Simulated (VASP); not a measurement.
A run of VASP 6.6.1 is set up as follows.

The input POSCAR:

```
Ti3Al5
1.0
    3.9010137800      0.0000000000      0.0000000000
    0.0000000000      4.0139389400      0.0000000000
    0.0000000000      0.0000000000      8.0832905000
Ti Al
3 5
Direct
    0.0000000000      0.5000000000      0.2650652300
    0.0000000000      0.5000000000      0.7349347700
    0.5000000000      0.5000000000      0.0000000000
    0.0000000000      0.0000000000      0.0000000000
    0.0000000000      0.0000000000      0.5000000000
    0.5000000000      0.5000000000      0.5000000000
    0.5000000000      0.0000000000      0.2422336800
    0.5000000000      0.0000000000      0.7577663200
```

Contents of INCAR.step1:

```
SYSTEM = Ti3Al5
ALGO = Normal ; EDIFF = 1E-4
ENCUT = 520 ; GGA = PE
ISMEAR = 0 ; LASPH = .TRUE.
LCHARG = .FALSE. ; LREAL = .FALSE.
LWAVE = .TRUE. ; NBANDS = 36
NELM = 60 ; PREC = Accurate
SIGMA = 0.1
```

Contents of INCAR.step2:

```
SYSTEM = Ti3Al5
ALGO = Normal ; EDIFF = 1E-7
ENCUT = 520 ; ISIF = 2
ISMEAR = 0 ; ISTART = 1
LASPH = .TRUE. ; LCHARG = .FALSE.
LMIXTAU = .TRUE. ; LREAL = .FALSE.
LWAVE = .FALSE. ; METAGGA = R2SCAN
NBANDS = 36 ; NELM = 60
PREC = Accurate ; SIGMA = 0.1
```

The input KPOINTS:

```
k-points
0
G
  6 4 2
  0 0 0
```

Potentials or basis: VASP PAW PBE potentials, release 64 (Ti_sv, Al).

Launch:

```console
$ cat potpaw_PBE.64/Ti_sv/POTCAR potpaw_PBE.64/Al/POTCAR > POTCAR
$ cp INCAR.step1 INCAR
$ mpirun -np 1 vasp_std > vasp.out
$ cp INCAR.step2 INCAR
$ mpirun -np 1 vasp_std > vasp.out
```

Q: What does it give for the band gap on the k mesh?

A: Zero (an odd number of electrons rules out a gap without spin polarisation).

Q: Estimate the pressure.

A: 0.2 GPa.

Q: Estimate the largest force.

A: 0.025 eV/Å.

Stress tensor (GPa, compression positive):
```
-0.12  0.00  0.00
 0.00  0.23  0.00
 0.00  0.00  0.47
```

Caveat: the k points lie up to 0.39 Å⁻¹ apart, too coarse for converged energies and pressures of a metal; the PAW data sets were made with another functional, which shifts forces and pressure a little.
